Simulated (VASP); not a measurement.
# H4CO in VASP: notebook

Runs on H4CO. Level: PBE+D3(BJ). Tasks: single point.

Program: VASP 6.6.1. These are calculated values, not measurements. Logs are shortened: lines on timing, memory, paths and dates and some standing lists are left out, and cuts for length are marked.

## 1. The cell of the first run

The cell holds a disordered packing, 36 atoms: a = 8.055 Å, b = 8.055 Å, c = 8.055 Å, α = 90.00°, β = 90.00°, γ = 90.00°.

## 2. Single point, PBE+D3(BJ)

INCAR reads:

```
SYSTEM = H4CO
PREC = Accurate
ENCUT = 520
EDIFF = 1E-6
ISMEAR = -1
SIGMA = 0.02
LREAL = Auto
LASPH = .TRUE.
NELM = 80
ALGO = Normal
ISIF = 2
LWAVE = .FALSE.
LCHARG = .FALSE.
GGA = PE
IVDW = 12
NBANDS = 66
```

KPOINTS reads:

```
regular mesh
0
G
  1 1 1
  0 0 0
```

POSCAR reads:

```
H4CO
1.0
    8.0548320000      0.0000000000      0.0000000000
    0.0000000000      8.0548320000      0.0000000000
    0.0000000000      0.0000000000      8.0548320000
C O H
6 6 24
Direct
    0.9090554188      0.9348493510      0.4419957491
    0.3015046211      0.4383276564      0.7863701482
    0.8517288217      0.4218506584      0.4098404750
    0.4205462279      0.9291597648      0.7134279959
    0.3987888462      0.6766948168      0.2939750419
    0.8334516290      0.6295669442     -0.0049356072
    0.7574642891      0.8440216056      0.4539008779
    0.3727654796      0.5508942283      0.9041365095
    0.7566448035      0.3193700133      0.3006369544
    0.5915308600      0.9089155246      0.7604786925
    0.2734361936      0.5629010412      0.2393894678
    0.7211855837      0.4915978252     -0.0322415468
    0.9193276125      0.9840578925      0.3151310886
    0.7148482083      0.8555282544      0.5672492427
    0.9114759906      1.0419253313      0.5274383875
    1.0181129087      0.8550764377      0.4672696364
    0.1695855069      0.4708800297      0.7745334736
    0.4924348501      0.5277222604      0.9158484748
    0.3590312846      0.4498503884      0.6628482704
    0.3104699540      0.3082318494      0.8281381931
    0.8539317899      0.3581968019      0.5308572353
    0.7345146659      0.3814199137      0.1991500046
    0.9812439017      0.4375166593      0.3677188374
    0.7961810282      0.5457913144      0.4272215287
    0.4202661709      0.9567491117      0.5799876960
    0.5936483260      0.8669258721      0.8739202726
    0.3492935941      0.8147919432      0.7374939401
    0.3626610321      1.0339027626      0.7803951768
    0.4146065338      0.6628806387      0.4294694856
    0.2947034178      0.5457377176      0.1201606779
    0.5209040658      0.6512984613      0.2361783791
    0.3651923654      0.8070572578      0.2673523814
    0.7773309672      0.7071413471      0.0918939305
    0.7726890413      0.4179629866     -0.1127772158
    0.9545910443      0.5861952606      0.0409782321
    0.8503815658      0.7024908779     -0.1190425874
```

Potentials or basis: VASP PAW PBE potentials, release 64 (C, O, H).

Launch:

```console
> cat potpaw_PBE.64/C/POTCAR potpaw_PBE.64/O/POTCAR potpaw_PBE.64/H/POTCAR > POTCAR
> mpirun -np 1 vasp_gam > vasp.out
```

OUTCAR:

```text
SYSTEM = H4CO
   PREC = Accurate
   ENCUT = 520
   EDIFF = 1E-6
   ISMEAR = -1
   LREAL = Auto
   LASPH = .TRUE.
   NELM = 80
   ISIF = 2
   GGA = PE
   IVDW = 12
 IVDW          = 12

 ion  position               nearest neighbor table
   1  0.909  0.935  0.442-  13 1.10  15 1.10  16 1.11   7 1.43
   2  0.302  0.438  0.786-  17 1.10  19 1.10  20 1.10   8 1.43
   3  0.852  0.422  0.410-  21 1.10  24 1.10  23 1.10   9 1.43
   4  0.421  0.929  0.713-  25 1.10  27 1.10  28 1.10  10 1.44
   5  0.399  0.677  0.294-  29 1.10  32 1.11  31 1.11  11 1.43
   6  0.833  0.630  0.995-  33 1.10  36 1.10  35 1.10  12 1.45
   7  0.757  0.844  0.454-  14 0.98   1 1.43
   8  0.373  0.551  0.904-  18 0.99   2 1.43
   9  0.757  0.319  0.301-  22 0.97   3 1.43
  10  0.592  0.909  0.760-  26 0.97   4 1.44
  11  0.273  0.563  0.239-  30 0.99   5 1.43
  12  0.721  0.492  0.968-  34 0.97   6 1.45
  13  0.919  0.984  0.315-   1 1.10
  14  0.715  0.856  0.567-   7 0.98
  15  0.911  0.042  0.527-   1 1.10
  16  0.018  0.855  0.467-   1 1.11
  17  0.170  0.471  0.775-   2 1.10
  18  0.492  0.528  0.916-   8 0.99
[... 16 lines left out ...]
  35  0.955  0.586  0.041-   6 1.10
  36  0.850  0.702  0.881-   6 1.10

  LATTYP: Found a simple cubic cell.
 ALAT       =     8.0548320000

  Lattice vectors:

 A1 = (   8.0548320000,   0.0000000000,   0.0000000000)
 A2 = (   0.0000000000,   8.0548320000,   0.0000000000)
 A3 = (   0.0000000000,   0.0000000000,   8.0548320000)

Analysis of symmetry for initial positions (statically):
=====================================================================
 Subroutine PRICEL returns:
 Original cell was already a primitive cell.

 Routine SETGRP: Setting up the symmetry group for a
 simple cubic supercell.

 Subroutine GETGRP returns: Found  1 space group operations
 (whereof  1 operations were pure point group operations)
 out of a pool of 48 trial point group operations.

The static configuration has the point symmetry C_1 .

Analysis of symmetry for dynamics (positions and initial velocities):
=====================================================================
 Subroutine PRICEL returns:
 Original cell was already a primitive cell.

 Routine SETGRP: Setting up the symmetry group for a
 simple cubic supercell.

 Subroutine GETGRP returns: Found  1 space group operations
 (whereof  1 operations were pure point group operations)
 out of a pool of 48 trial point group operations.

The dynamic configuration has the point symmetry C_1 .

 Subroutine INISYM returns: Found  1 space group operations
 (whereof  1 operations are pure point group operations),
 and found     1 'primitive' translations

----------------------------------------------------------------------------------------

                                     Primitive cell

  volume of cell :     522.6001

  direct lattice vectors                    reciprocal lattice vectors
     8.054832000  0.000000000  0.000000000     0.124149082  0.000000000  0.000000000
     0.000000000  8.054832000  0.000000000     0.000000000  0.124149082  0.000000000
     0.000000000  0.000000000  8.054832000     0.000000000  0.000000000  0.124149082

  length of vectors
     8.054832000  8.054832000  8.054832000     0.124149082  0.124149082  0.124149082

  position of ions in fractional coordinates (direct lattice)
     0.909055419  0.934849351  0.441995749
     0.301504621  0.438327656  0.786370148
     0.851728822  0.421850658  0.409840475
     0.420546228  0.929159765  0.713427996
     0.398788846  0.676694817  0.293975042
     0.833451629  0.629566944  0.995064393
[... 28 lines left out ...]
     0.954591044  0.586195261  0.040978232
     0.850381566  0.702490878  0.880957413

  ion indices of the primitive-cell ions
   primitive index   ion index
                 1           1
                 2           2
                 3           3
                 4           4
                 5           5
                 6           6
[... 28 lines left out ...]
                35          35
                36          36

----------------------------------------------------------------------------------------

 KPOINTS: regular mesh

Automatic generation of k-mesh.
 Grid dimensions read from file:
 generate k-points for:    1    1    1

 Generating k-lattice:

  Cartesian coordinates                     Fractional coordinates (reciprocal lattice)
     0.124149082  0.000000000  0.000000000     1.000000000  0.000000000  0.000000000
     0.000000000  0.124149082  0.000000000     0.000000000  1.000000000  0.000000000
     0.000000000  0.000000000  0.124149082     0.000000000  0.000000000  1.000000000

  Length of vectors
     0.124149082  0.124149082  0.124149082

  Shift w.r.t. Gamma in fractional coordinates (k-lattice)
     0.000000000  0.000000000  0.000000000

 Subroutine IBZKPT returns following result:
 ===========================================

 Found      1 irreducible k-points:

 Following reciprocal coordinates:
            Coordinates               Weight
  0.000000  0.000000  0.000000      1.000000
   k-points           NKPTS =      1   k-points in BZ     NKDIM =      1   number of bands    NBANDS=     66
   number of dos      NEDOS =    301   number of ions     NIONS =     36
   total plane-waves  NPLWV = 216000
   dimension x,y,z NGX =    60 NGY =   60 NGZ =   60
   dimension x,y,z NGXF=   120 NGYF=  120 NGZF=  120
   ions per type =               6   6  24
   NGX,Y,Z   is equivalent  to a cutoff of  12.38, 12.38, 12.38 a.u.
   NGXF,Y,Z  is equivalent  to a cutoff of  24.77, 24.77, 24.77 a.u.
 SYSTEM =  H4CO
   PREC   = accura    normal or accurate (medium, high low for compatibility)
   ISTART =      0    job   : 0-new  1-cont  2-samecut
   ICHARG =      2    charge: 1-file 2-atom 10-const
   ISPIN  =      1    spin polarized calculation?
   LNONCOLLINEAR =      F non collinear calculations
   LSORBIT =      F    spin-orbit coupling
   LASPH  =      T    aspherical Exc in radial PAW
   ENCUT  =  520.0 eV  38.22 Ry    6.18 a.u.  14.98 14.98 14.98*2*pi/ulx,y,z
   NELM   =     80;   NELMIN=  2; NELMDL= -5     # of ELM steps
   EDIFF  = 0.1E-05   stopping-criterion for ELM
   LREAL  =      T    real-space projection
   EDIFFG = 0.1E-04   stopping-criterion for IOM
   NSW    =      0    number of steps for IOM
   IBRION =     -1    ionic relax: 0-MD 1-quasi-New 2-CG
   NFREE  =      0    steps in history (QN), initial steepest desc. (CG)
   ISIF   =      2    stress and relaxation
   ISYM   =      2    0-nonsym 1-usesym 2-fastsym
   POTIM  = 0.5000    time-step for ionic-motion
   TEBEG  =    0.0;   TEEND  =   0.0 temperature during run
   PSTRESS=    0.0 pullay stress
   NELECT =      84.0000    total number of electrons
   NUPDOWN=      -1.0000    fix difference up-down
   EMIN   =  10.00;   EMAX   =-10.00  energy-range for DOS
   EFERMI =   0.00;   METHOD = LEGACY
   ISMEAR =    -1;   SIGMA  =   0.02  broadening in eV -4-tet -1-fermi 0-gaus
   EFERMI_NEDOS =   21; number of points for ismear=-14 and -15
   IALGO  =     38    algorithm
   IMIX   =      4    mixing-type and parameters
     AMIX     =   0.40;   BMIX     =  1.00
     AMIX_MAG =   1.60;   BMIX_MAG =  1.00
  volume/ion in A,a.u.               =      14.52        97.96
  Fermi-wavevector in a.u.,A,eV,Ry     =   0.890112  1.682068 10.779893  0.792300
  Thomas-Fermi vector in A             =   2.011761
   LORBIT       =      0    0 simple, 1 ext, 2 COOP (PROOUT), +10 PAW based schemes
   GGA     = PE    functional components
   LHFCALC =     F    Hartree Fock is set to
   AEXX    =    0.0000 exact exchange contribution
   IVDW    =    12    specifies the selected vdW correction
   LEPSILON=     F    determine dielectric tensor
   LRPA    =     F    only Hartree local field effects (RPA)
 non-spin polarized calculation
  energy-cutoff  :      520.00
  volume of cell :      522.60
 maximum number of plane-waves:      6999
 NGX is ok and might be reduce to    60
   NGX = 29   NGY = 29   NGZ = 29

 number of electron      83.9999991 magnetization

 Free energy of the ion-electron system (eV)
  ---------------------------------------------------
  ext. energy  EPLUGINS =         0.00000000
  ---------------------------------------------------
  free energy    TOTEN  =      -182.51148542 eV

  energy without entropy =     -182.51148542  energy(sigma->0) =     -182.51148542

 E-fermi :  -2.7482     XC(G=0):  -5.4013

 val. band max:       -3.3102923116   @ k =   0.0000   0.0000   0.0000
 cond. band min:       0.5399849211   @ k =   0.0000   0.0000   0.0000
 fundamental gap:      3.8502772328
 Fermi energy:        -2.7481873104

 k-point     1 :       0.0000    0.0000    0.0000
  band No.  band energies     occupation
      1     -24.3102      2.00000
      2     -23.6842      2.00000
      3     -23.5314      2.00000
      4     -22.6020      2.00000
      5     -22.5419      2.00000
      6     -22.4351      2.00000
[... 46 lines left out ...]
     53       3.8909      0.00000
     54       4.0766      0.00000
 [bands above 54 left out]

------------------------ aborting loop because EDIFF is reached ----------------------------------------

 Edisp (eV)   -0.96401

 E8    (eV) :    -0.2080

  FORCE on cell =-STRESS in cart. coord.  units (eV):
  Direction    XX          YY          ZZ          XY          YZ          ZX
  --------------------------------------------------------------------------------------
  -------------------------------------------------------------------------------------
  Total      -1.81736    -0.77469    -2.33908    -0.09113    -0.00268    -0.02537
  in kB      -5.57163    -2.37502    -7.17110    -0.27939    -0.00822    -0.07779
  external pressure =       -5.04 kB  Pullay stress =        0.00 kB

 VOLUME and BASIS-vectors are now :
 -----------------------------------------------------------------------------
  energy-cutoff  :      520.00
  volume of cell :      522.60
      direct lattice vectors                 reciprocal lattice vectors
     8.054832000  0.000000000  0.000000000     0.124149082  0.000000000  0.000000000
     0.000000000  8.054832000  0.000000000     0.000000000  0.124149082  0.000000000
     0.000000000  0.000000000  8.054832000     0.000000000  0.000000000  0.124149082

 POSITION                                       TOTAL-FORCE (eV/Angst)
 -----------------------------------------------------------------------------------
      7.32229      7.53005      3.56020         0.110459      0.074823     -0.038585
      2.42857      3.53066      6.33408        -0.043839     -0.045930     -0.040584
      6.86053      3.39794      3.30120         0.065023      0.051610      0.089384
      3.38743      7.48423      5.74654        -0.199006      0.043547     -0.095149
      3.21218      5.45066      2.36792         0.046900     -0.107966      0.098368
      6.71331      5.07106      8.01508         0.059764      0.064974      0.037458
[... 28 lines left out ...]
      7.68907      4.72170      0.33007         0.004402      0.001617      0.008718
      6.84968      5.65845      7.09596        -0.002508      0.004425     -0.027557
 -----------------------------------------------------------------------------------
    total drift:                                0.010769      0.010570     -0.015400

  FREE ENERGIE OF THE ION-ELECTRON SYSTEM (eV)
  ---------------------------------------------------
  free  energy   TOTEN  =      -183.4754967878 eV

  energy  without entropy=     -183.4754967878  energy(sigma->0) =     -183.47549679
```

Wall time 71 s (1 thread of Intel Xeon Platinum 8488C (Sapphire Rapids), shared host); peak memory 0.43 GiB.

Results:

- Free energy: -183.4755 eV
- Pressure: -0.5 GPa
- Largest force: 0.225 eV/Å
- Band gap on the k mesh: 3.85 eV
- Dispersion energy per atom: -0.027 eV

Forces on the atoms (eV/Å):
```
C    0.110  0.075 -0.039
C   -0.044 -0.046 -0.041
C    0.065  0.052  0.089
C   -0.199  0.044 -0.095
C    0.047 -0.108  0.098
C    0.060  0.065  0.037
O   -0.053 -0.069  0.011
O    0.073  0.071  0.058
O   -0.055 -0.118  0.021
O    0.100 -0.036  0.167
O    0.153  0.058  0.021
O   -0.050  0.047  0.026
H    0.018 -0.002  0.037
H   -0.047 -0.004  0.046
H   -0.012 -0.027 -0.036
H   -0.048  0.025  0.005
H    0.024  0.000  0.006
H    0.008 -0.066 -0.021
H    0.024  0.001 -0.001
H    0.019  0.020  0.009
H    0.002 -0.015  0.014
H   -0.023  0.027 -0.115
H    0.017  0.000 -0.012
H   -0.006  0.029  0.005
H   -0.021 -0.007  0.056
H    0.040  0.022 -0.125
H    0.036  0.087 -0.021
H    0.041 -0.073 -0.032
H   -0.058  0.015 -0.205
H   -0.049  0.022 -0.019
H   -0.136 -0.001  0.098
H   -0.007  0.006  0.018
H   -0.014 -0.001  0.011
H   -0.019 -0.096 -0.055
H    0.004  0.002  0.009
H   -0.003  0.004 -0.028
```

Caveat: the k points lie up to 0.78 Å⁻¹ apart.

## 3. Single point, PBE+D3(BJ)

INCAR reads:

```
SYSTEM = H4CO
ALGO = Normal ; EDIFF = 1E-6
ENCUT = 520 ; GGA = PE
ISIF = 2 ; ISMEAR = -1
IVDW = 12 ; LASPH = .True.
LCHARG = .False. ; LREAL = Auto
LWAVE = .False. ; NBANDS = 66
NELM = 100 ; PREC = Accurate
SIGMA = 0.02
```

KPOINTS reads:

```
k-points
0
Gamma
  1 1 1
  0 0 0
```

POSCAR reads:

```
H4CO
1.0
    8.0548320000      0.0000000000      0.0000000000
    0.0000000000      8.0548320000      0.0000000000
    0.0000000000      0.0000000000      8.0548320000
C O H
6 6 24
Direct
    0.9611497794      0.8627988765      0.4677068373
    0.2943947186      0.4521261275      0.7403506367
    0.8346418647      0.4345962771      0.4110948559
    0.4274701198      0.9272943247      0.7280722925
    0.3691697108      0.6515964579      0.2877403278
    0.8008733143      0.6355067368      0.0693993369
    0.7777070956      0.8626002380      0.4579238897
    0.3729438429      0.5428542768      0.8832586452
    0.7445096310      0.3147303383      0.3055557211
    0.5963501163      0.9080388021      0.7808853121
    0.2633202033      0.5300172617      0.2311159314
    0.7113121664      0.5254734053     -0.0360528935
    1.0044405644      0.9709327271      0.4007532373
    0.7357447058      0.9312174357      0.5465042598
    1.0112191043      0.8665357639      0.5954438280
    0.9872583314      0.7525048319      0.4074200430
    0.2104202794      0.5380745371      0.6881831924
    0.4651493662      0.4723996726      0.9202178270
    0.3899026075      0.4369302799      0.6476361022
    0.2361191394      0.3423038494      0.7960563299
    0.7726542279      0.4240808499      0.5332078931
    0.7533738755      0.3612614143      0.1925303967
    0.9760600842      0.4154028290      0.3932794626
    0.8030583382      0.5581370288      0.3671833255
    0.4304621127      1.0205675301      0.6255872252
    0.6013036647      0.7846718591      0.7996814831
    0.3803058835      0.8078753225      0.6823730154
    0.3389890689      0.9715658874      0.8345177156
    0.3196093972      0.6973205648      0.4105610148
    0.2709926166      0.5162863732      0.1079724568
    0.5014505579      0.6014029839      0.3023526748
    0.3876679240      0.7584143282      0.1886817751
    0.7169857795      0.6630926629      0.1752115997
    0.7930146774      0.4753171761     -0.1155703806
    0.9212358495      0.5843449001      0.1129880797
    0.8331644906      0.7467939741      0.0105526720
```

Potentials or basis: VASP PAW PBE potentials, release 64 (C, O, H).

Launch:

```console
> cat potpaw_PBE.64/C/POTCAR potpaw_PBE.64/O/POTCAR potpaw_PBE.64/H/POTCAR > POTCAR
> mpirun -np 1 vasp_gam > vasp.out
```

Run time: 71 s. Hardware: 1 thread of Intel Xeon Platinum 8488C (Sapphire Rapids), shared host; peak memory 0.44 GiB.

The run converged. Its results:

| Item | Value |
| --- | --- |
| Free energy | -182.0386 eV |
| Pressure | -0.8 GPa |
| Largest force | 2.819 eV/Å |
| Band gap on the k mesh | 4.01 eV |
| Dispersion energy per atom | -0.028 eV |

Forces on the atoms (eV/Å):
```
C   -2.164  1.587  0.864
C    1.284  0.556  2.196
C    0.042 -0.841 -1.140
C   -0.889  1.048  0.416
C    2.010  1.713 -0.695
C    0.000 -0.726  1.460
O    1.043 -0.297  0.052
O   -0.550 -0.617 -0.595
O    0.572  0.760 -0.044
O   -0.146 -1.735  0.327
O   -1.423 -1.349 -1.162
O    0.953 -1.183 -1.318
H    0.476  0.350 -0.336
H   -0.310  0.267  0.511
H   -0.223 -0.169 -0.057
H    1.216 -1.848 -1.013
H   -1.320  0.737 -0.375
H    0.120  0.394 -0.057
H    0.344 -0.831 -0.434
H   -0.015 -0.218 -0.727
H    0.878 -0.224  0.112
H   -0.219 -0.424  0.390
H   -1.439  0.144  0.900
H    0.130  0.375  0.204
H   -0.388 -0.317  0.411
H    0.418  1.306  0.125
H   -0.163  0.169 -0.113
H    1.117 -0.422 -1.173
H    0.524 -0.004 -0.859
H    0.294  0.354  0.759
H   -0.945  0.353  0.339
H   -0.516 -0.991  1.551
H    0.447  0.035 -0.334
H   -0.953  0.498  0.715
H   -0.365 -0.226  0.127
H    0.158  1.777 -1.031
```

Stress tensor (GPa, compression positive):
```
-1.50 -0.06  0.98
-0.06  0.55  0.18
 0.98  0.18 -1.57
```

Levels at points of the mesh, in eV from the valence-band top:
```csv
k point,band 40,band 41,band 42,band 43,band 44,band 45
"(0.00, 0.00, 0.00)",-0.16,-0.06,0.00,4.01,5.36,5.63
```

Caveat: the k points lie up to 0.78 Å⁻¹ apart.

(Part 1 of 2 ends here.)
